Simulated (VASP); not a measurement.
# KC (P6/mmm) in VASP: relaxation of cell and atoms with PBE

Aim: the relaxation of cell and atoms of KC with PBE.

Program: VASP 6.6.1. These are calculated values, not measurements. Logs are shortened: lines on timing, memory, paths and dates and some standing lists are left out, and cuts for length are marked.

## 1. The cell of the first run

Symmetry: P6/mmm, No. 191, hexagonal system. Conventional cell: a = 4.251 Å, b = 4.251 Å, c = 9.700 Å, α = 90.00°, β = 90.00°, γ = 120.00°. Within 2.8 Å of K (site symmetry 6/mmm) lie 2 C at 2.12 Å. K (site symmetry 6/mmm) has 2 C at 2.73 Å within 3.6 Å. Within 2.8 Å of C (site symmetry 6mm) lie 2 K at 2.12 to 2.73 Å.

The cell was built from a structure type or drawn by symmetry, and may not be a known phase.

## 2. Relaxation of cell and atoms, PBE

Input file INCAR:

```
PREC = Accurate
ENCUT = 600
EDIFF = 1E-6
ISMEAR = 0
SIGMA = 0.1
LREAL = False
LASPH = True
NELM = 100
ALGO = Normal
ISIF = 3
LWAVE = False
LCHARG = False
GGA = PE
IBRION = 2
NSW = 90
EDIFFG = -0.04
```

Input file KPOINTS:

```
Automatic mesh
0
Gamma
  6 6 2
```

Input file POSCAR:

```
KC
1.0
    4.2508900900      0.0000000000      0.0000000000
   -2.1254450500      3.6813788100      0.0000000000
    0.0000000000      0.0000000000      9.7003979300
K C
2 2
Direct
    0.0000000000      0.0000000000      0.0000000000
    0.0000000000      0.0000000000      0.5000000000
    0.0000000000      0.0000000000      0.7812536000
    0.0000000000      0.0000000000      0.2187464000
```

Potentials or basis: VASP PAW PBE potentials, release 64 (K_sv, C).

Command:

```bash
$ cat potpaw_PBE.64/K_sv/POTCAR potpaw_PBE.64/C/POTCAR > POTCAR
$ mpirun -np 1 vasp_std > vasp.out
```

OUTCAR:

```text
PREC = Accurate
   ENCUT = 600
   EDIFF = 1E-6
   ISMEAR = 0
   LREAL = False
   LASPH = True
   NELM = 100
   ISIF = 3
   GGA = PE
   IBRION = 2
   NSW = 90
   EDIFFG = -0.04

 ion  position               nearest neighbor table
   1  0.000  0.000  0.000-   3 2.12   4 2.12
   2  0.000  0.000  0.500-   3 2.73   4 2.73
   3  0.000  0.000  0.781-   1 2.12   2 2.73
   4  0.000  0.000  0.219-   1 2.12   2 2.73

  LATTYP: Found a hexagonal cell.
 ALAT       =     4.2508900900
 C/A-ratio  =     2.2819686524

  Lattice vectors:

 A1 = (   4.2508900900,   0.0000000000,   0.0000000000)
 A2 = (  -2.1254450500,   3.6813788100,   0.0000000000)
 A3 = (   0.0000000000,   0.0000000000,   9.7003979300)

Analysis of symmetry for initial positions (statically):
=====================================================================
 Subroutine PRICEL returns:
 Original cell was already a primitive cell.

 Routine SETGRP: Setting up the symmetry group for a
 hexagonal supercell.

 Subroutine GETGRP returns: Found 24 space group operations
 (whereof 24 operations were pure point group operations)
 out of a pool of 24 trial point group operations.

The static configuration has the point symmetry D_6h.

Analysis of symmetry for dynamics (positions and initial velocities):
=====================================================================
 Subroutine PRICEL returns:
 Original cell was already a primitive cell.

 Routine SETGRP: Setting up the symmetry group for a
 hexagonal supercell.

 Subroutine GETGRP returns: Found 24 space group operations
 (whereof 24 operations were pure point group operations)
 out of a pool of 24 trial point group operations.

The dynamic configuration has the point symmetry D_6h.

 Subroutine INISYM returns: Found 24 space group operations
 (whereof 24 operations are pure point group operations),
 and found     1 'primitive' translations

----------------------------------------------------------------------------------------

                                     Primitive cell

  volume of cell :     151.8029

  direct lattice vectors                    reciprocal lattice vectors
     4.250890090  0.000000000  0.000000000     0.235244850  0.135818677  0.000000000
    -2.125445050  3.681378810  0.000000000     0.000000000  0.271637354  0.000000000
     0.000000000  0.000000000  9.700397930     0.000000000  0.000000000  0.103088554

  length of vectors
     4.250890090  4.250890095  9.700397930     0.271637355  0.271637354  0.103088554

  position of ions in fractional coordinates (direct lattice)
     0.000000000  0.000000000  0.000000000
     0.000000000  0.000000000  0.500000000
     0.000000000  0.000000000  0.781253600
     0.000000000  0.000000000  0.218746400

  ion indices of the primitive-cell ions
   primitive index   ion index
                 1           1
                 2           2
                 3           3
                 4           4

----------------------------------------------------------------------------------------

 KPOINTS: Automatic mesh

Automatic generation of k-mesh.
 Grid dimensions read from file:
 generate k-points for:    6    6    2

 Generating k-lattice:

  Cartesian coordinates                     Fractional coordinates (reciprocal lattice)
     0.039207475  0.022636446  0.000000000     0.166666667  0.000000000  0.000000000
     0.000000000  0.045272892  0.000000000     0.000000000  0.166666667  0.000000000
     0.000000000  0.000000000  0.051544277     0.000000000  0.000000000  0.500000000

  Length of vectors
     0.045272892  0.045272892  0.051544277

  Shift w.r.t. Gamma in fractional coordinates (k-lattice)
     0.000000000  0.000000000  0.000000000

 Subroutine IBZKPT returns following result:
 ===========================================

 Found     14 irreducible k-points:

 Following reciprocal coordinates:
            Coordinates               Weight
  0.000000  0.000000  0.000000      1.000000
  0.166667  0.000000  0.000000      6.000000
  0.333333  0.000000  0.000000      6.000000
  0.500000 -0.000000  0.000000      3.000000
  0.166667  0.166667  0.000000      6.000000
  0.333333  0.166667  0.000000     12.000000
  0.333333  0.333333  0.000000      2.000000
  0.000000  0.000000  0.500000      1.000000
  0.166667  0.000000  0.500000      6.000000
  0.333333  0.000000  0.500000      6.000000
  0.500000 -0.000000  0.500000      3.000000
  0.166667  0.166667  0.500000      6.000000
  0.333333  0.166667  0.500000     12.000000
  0.333333  0.333333  0.500000      2.000000
   k-points           NKPTS =     14   k-points in BZ     NKDIM =     14   number of bands    NBANDS=     17
   number of dos      NEDOS =    301   number of ions     NIONS =      4
   total plane-waves  NPLWV = 103680
   dimension x,y,z NGX =    36 NGY =   36 NGZ =   80
   dimension x,y,z NGXF=    72 NGYF=   72 NGZF=  160
   ions per type =               2   2
   NGX,Y,Z   is equivalent  to a cutoff of  14.08, 14.08, 13.71 a.u.
   NGXF,Y,Z  is equivalent  to a cutoff of  28.16, 28.16, 27.42 a.u.
 SYSTEM =  unknown system
   PREC   = accura    normal or accurate (medium, high low for compatibility)
   ISTART =      0    job   : 0-new  1-cont  2-samecut
   ICHARG =      2    charge: 1-file 2-atom 10-const
   ISPIN  =      1    spin polarized calculation?
   LNONCOLLINEAR =      F non collinear calculations
   LSORBIT =      F    spin-orbit coupling
   LASPH  =      T    aspherical Exc in radial PAW
   ENCUT  =  600.0 eV  44.10 Ry    6.64 a.u.   8.49  8.49 19.37*2*pi/ulx,y,z
   NELM   =    100;   NELMIN=  2; NELMDL= -5     # of ELM steps
   EDIFF  = 0.1E-05   stopping-criterion for ELM
   LREAL  =      F    real-space projection
   EDIFFG = -.4E-01   stopping-criterion for IOM
   NSW    =     90    number of steps for IOM
   IBRION =      2    ionic relax: 0-MD 1-quasi-New 2-CG
   NFREE  =      1    steps in history (QN), initial steepest desc. (CG)
   ISIF   =      3    stress and relaxation
   ISYM   =      2    0-nonsym 1-usesym 2-fastsym
   POTIM  = 0.5000    time-step for ionic-motion
   TEBEG  =    0.0;   TEEND  =   0.0 temperature during run
   PSTRESS=    0.0 pullay stress
   NELECT =      26.0000    total number of electrons
   NUPDOWN=      -1.0000    fix difference up-down
   EMIN   =  10.00;   EMAX   =-10.00  energy-range for DOS
   EFERMI =   0.00;   METHOD = LEGACY
   ISMEAR =     0;   SIGMA  =   0.10  broadening in eV -4-tet -1-fermi 0-gaus
   EFERMI_NEDOS =   21; number of points for ismear=-14 and -15
   IALGO  =     38    algorithm
   IMIX   =      4    mixing-type and parameters
     AMIX     =   0.40;   BMIX     =  1.00
     AMIX_MAG =   1.60;   BMIX_MAG =  1.00
  volume/ion in A,a.u.               =      37.95       256.10
  Fermi-wavevector in a.u.,A,eV,Ry     =   0.909158  1.718059 11.246141  0.826568
  Thomas-Fermi vector in A             =   2.033169
   LORBIT       =      0    0 simple, 1 ext, 2 COOP (PROOUT), +10 PAW based schemes
   GGA     = PE    functional components
   LHFCALC =     F    Hartree Fock is set to
   AEXX    =    0.0000 exact exchange contribution
   IVDW    =     0    specifies the selected vdW correction
   LEPSILON=     F    determine dielectric tensor
   LRPA    =     F    only Hartree local field effects (RPA)
 conjugate gradient relaxation of ions
 non-spin polarized calculation
 Gauss-broadening in eV      SIGMA  =   0.10
  energy-cutoff  :      600.00
  volume of cell :      151.80
 maximum number of plane-waves:      5114
 NGX is ok and might be reduce to    36
   NGX = 17   NGY = 17   NGZ = 39

--------------------------------------- Ionic step        1  -------------------------------------------

 number of electron      26.0000001 magnetization

 Free energy of the ion-electron system (eV)
  ---------------------------------------------------
  ext. energy  EPLUGINS =         0.00000000
  ---------------------------------------------------
  free energy    TOTEN  =        -6.63696375 eV

  energy without entropy =       -6.59882933  energy(sigma->0) =       -6.61789654

------------------------ aborting loop because EDIFF is reached ----------------------------------------

  FORCE on cell =-STRESS in cart. coord.  units (eV):
  Direction    XX          YY          ZZ          XY          YZ          ZX
  --------------------------------------------------------------------------------------
  -------------------------------------------------------------------------------------
  Total       -1.1627906     -1.1627906      7.5960711      0.0000000     -0.0000000      0.0000000
  in kB      -12.2724755    -12.2724755     80.1714371      0.0000000     -0.0000000      0.0000000
  external PRESSURE =      18.5421620 kB  Pullay stress =       0.0000000 kB
[... 95 lines left out ...]
  FREE ENERGIE OF THE ION-ELECTRON SYSTEM (eV)
  ---------------------------------------------------
  free  energy   TOTEN  =        -7.4232462014 eV

  energy  without entropy=       -7.4090242673  energy(sigma->0) =       -7.41613523

 E-fermi :  -0.1992     XC(G=0):  -7.0728

 val. band max:       -0.2019772259   @ k =   0.5000  -0.0000   0.5000
 cond. band min:      -0.1296631175   @ k =   0.3333   0.3333   0.5000
 fundamental gap:      0.0723141085
 Fermi energy:        -0.1992442857

 k-point     1 :       0.0000    0.0000    0.0000
  band No.  band energies     occupation
      1     -31.1411      2.00000
      2     -31.1022      2.00000
      3     -14.6562      2.00000
      4     -14.5608      2.00000
      5     -14.5608      2.00000
      6     -14.5367      2.00000
[... 9 lines left out ...]
     16       0.9628      0.00000
     17       1.3326      0.00000
[... 243 lines left out ...]
      1     -31.0897      2.00000
      2     -31.0509      2.00000
      3     -14.8428      2.00000
      4     -14.8428      2.00000
      5     -14.8044      2.00000
      6     -14.8044      2.00000
[... 9 lines left out ...]
     16      -0.1101      0.20722
     17       3.9372      0.00000

[... ionic steps 4 to 18 ...]

--------------------------------------- Ionic step       19  -------------------------------------------

 number of electron      25.9999999 magnetization

------------------------ aborting loop because EDIFF is reached ----------------------------------------

  FORCE on cell =-STRESS in cart. coord.  units (eV):
  Direction    XX          YY          ZZ          XY          YZ          ZX
  --------------------------------------------------------------------------------------
  -------------------------------------------------------------------------------------
  Total       -0.0442657     -0.0442657      0.0212275      0.0000000     -0.0000000      0.0000000
  in kB       -0.7233624     -0.7233624      0.3468869      0.0000000     -0.0000000      0.0000000
  external PRESSURE =      -0.3666127 kB  Pullay stress =       0.0000000 kB
[... 61 lines left out ...]
  energy  without entropy=       -8.0251132649  energy(sigma->0) =       -8.03679157

--------------------------------------- Ionic step       21  -------------------------------------------

 number of electron      25.9999999 magnetization

 Free energy of the ion-electron system (eV)
  ---------------------------------------------------
  ext. energy  EPLUGINS =         0.00000000
  ---------------------------------------------------
  free energy    TOTEN  =        -8.04907494 eV

  energy without entropy =       -8.02496936  energy(sigma->0) =       -8.03702215

 E-fermi :   1.0396     XC(G=0):  -8.1787

 val. band max:        0.8947423955   @ k =   0.1667   0.1667   0.0000
 cond. band min:       1.0576872696   @ k =   0.3333   0.1667   0.5000
 fundamental gap:      0.1629448741
 Fermi energy:         1.0395999764

 k-point     1 :       0.0000    0.0000    0.0000
  band No.  band energies     occupation
      1     -30.7968      2.00000
      2     -30.7595      2.00000
      3     -14.1794      2.00000
      4     -14.0721      2.00000
      5     -13.8039      2.00000
      6     -13.8039      2.00000
[... 9 lines left out ...]
     16       3.0253      0.00000
     17       3.1425      0.00000
[... 289 lines left out ...]
  FREE ENERGIE OF THE ION-ELECTRON SYSTEM (eV)
  ---------------------------------------------------
  free  energy   TOTEN  =        -8.0490749402 eV

  energy  without entropy=       -8.0249693601  energy(sigma->0) =       -8.03702215

 reached required accuracy - stopping structural energy minimisation
```

It took 9.2 min on 1 thread of Intel Xeon Platinum 8488C (Sapphire Rapids), shared host; peak memory 0.34 GiB.

What came out:

```
Free energy                           : -8.0491 eV
Relaxed volume                        : 24.26 Å³/atom
Relaxed cell                          : a = 3.276 Å, b = 3.276 Å, c = 10.443 Å, α = 90.00°, β = 90.00°, γ = 120.00°
Space group after relaxing (to 0.1 Å) : P6/mmm (No. 191)
Energy gained by relaxing             : 353.0 meV/atom
Ionic steps                           : 21
Pressure after relaxing               : 0.0 GPa
Largest force after relaxing          : 0.029 eV/Å
Band gap on the k mesh                : zero (bands 13 and 14 overlap by 1.61 eV)
```

Forces in eV/Å, atoms in the order of the input:
```
K    0.000  0.000  0.000
K    0.000  0.000  0.000
C    0.000  0.000 -0.029
C    0.000  0.000  0.029
```

The path:
| step | energy change (eV) | largest force (eV/Å) | pressure (GPa) | volume (Å³) |
| --- | --- | --- | --- | --- |
| 1 | 0.0000 | 2.0501 | 1.85 | 151.80 |
| 2 | -0.6985 | 0.9510 | -0.50 | 161.09 |
| 3 | -0.7863 | 0.6306 | -1.33 | 164.89 |
| 4 | -0.7882 | 0.5866 | -1.42 | 165.37 |
| 5 | -0.9044 | 0.4611 | -1.37 | 157.03 |
| 6 | -1.1452 | 0.0417 | -0.66 | 133.67 |
| 7 | -0.6732 | 1.7302 | 4.43 | 94.02 |
| 8 | -1.1788 | 0.0325 | -0.25 | 127.09 |
| 9 | -1.1898 | 0.2182 | 0.32 | 120.23 |
| 10 | -1.2500 | 0.3676 | 0.03 | 115.79 |
| 11 | -1.2906 | 0.6037 | -0.21 | 109.51 |
| 12 | -1.2919 | 0.6513 | -0.24 | 108.34 |
| 13 | -1.3249 | 0.5143 | -0.52 | 108.16 |
| 14 | -1.3670 | 0.1804 | -1.23 | 107.59 |
| 15 | -1.3953 | 0.0796 | -0.73 | 104.50 |
| 16 | -1.4039 | 0.0204 | -0.20 | 101.85 |
| 17 | -1.4082 | 0.0483 | -0.20 | 100.56 |
| 18 | -1.4100 | 0.0823 | -0.20 | 99.01 |
| 19 | -1.4113 | 0.0683 | -0.04 | 98.04 |
| 20 | -1.4115 | 0.0579 | 0.09 | 97.34 |
| 21 | -1.4121 | 0.0289 | 0.04 | 97.04 |

Final structure:
```cif
data_structure
_symmetry_space_group_name_H-M 'P 1'
_symmetry_Int_Tables_number 1
_cell_length_a 3.2757
_cell_length_b 3.2757
_cell_length_c 10.4433
_cell_angle_alpha 90.000
_cell_angle_beta 90.000
_cell_angle_gamma 120.000
_cell_volume 97.04
loop_
_atom_site_label
_atom_site_type_symbol
_atom_site_fract_x
_atom_site_fract_y
_atom_site_fract_z
_atom_site_occupancy
K1 K 0.00000 0.00000 0.00000 1
K2 K 0.00000 0.00000 0.50000 1
C1 C 0.00000 0.00000 0.75062 1
C2 C 0.00000 0.00000 0.24938 1
```

Caveat: the volume moved by over 15 % at a fixed basis, so the end points are rough.
